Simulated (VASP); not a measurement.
Wanted: the native input for a VASP 6.6.1 run.

| Item | Value |
| --- | --- |
| Task | single point |
| Functional | PBE |
| Potentials or basis | VASP PAW PBE potentials, release 64 (Li_sv, Tm_3), 4f in core |
| Cutoff | 750 eV |
| k mesh | 6 × 6 × 4 |
| Occupations | gaussian, width 0.1 eV |
| Spin | no spin polarisation |
| Dipole correction | no |
| Mended | yes |
| Further INCAR settings | ALGO = Normal; EDIFF = 1e-06; NBANDS = 17 |

The structure of Li3Tm lies in POSCAR:

```
Li3Tm
1.0
    3.4181435448      0.0000000000      0.0000000000
    0.0000000000      3.4181435448      0.0000000000
    0.0000000000      0.0000000000      7.6456956901
Li Tm
3 1
Direct
    0.5000000000      0.5000000000      0.0000000000
    0.0000000000      0.0000000000      0.2125087072
    0.0000000000      0.0000000000      0.7874912928
    0.5000000000      0.5000000000      0.5000000000
```

The cell was built from a structure type or drawn by symmetry, and may not be a known phase.

One way to write it, as run:

INCAR

```
  ALGO = Normal
  EDIFF = 1E-6
  ENCUT = 750
  GGA = PE
  GGA_COMPAT = F
  ISIF = 2
  ISMEAR = 0
  LASPH = T
  LCHARG = F
  LMAXMIX = 6
  LREAL = F
  LWAVE = F
  NBANDS = 17
  NELM = 200
  PREC = Accurate
  SIGMA = 0.1
```

KPOINTS

```
k-points
0
Gamma
  6 6 4
```

Potentials or basis: VASP PAW PBE potentials, release 64 (Li_sv, Tm_3), 4f in core.

Command:

```bash
$ cat potpaw_PBE.64/Li_sv/POTCAR potpaw_PBE.64/Tm_3/POTCAR > POTCAR
$ mpirun -np 1 vasp_std > vasp.out
```

Results of the run:

| Property | Result |
| --- | --- |
| Pressure | -0.1 GPa |
| Largest force | 0.012 eV/Å |
| Band gap on the k mesh | zero (bands 9 and 10 overlap by 0.81 eV) |

Caveat: spin-orbit coupling is left out, which moves the levels of the heavy elements; the 4f electrons are frozen in the core, so they carry no moment and show no levels.

It took 40 s on 1 thread of Intel(R) Xeon(R) 6975P-C (Granite Rapids), on a shared host, peak memory 0.28 GiB.
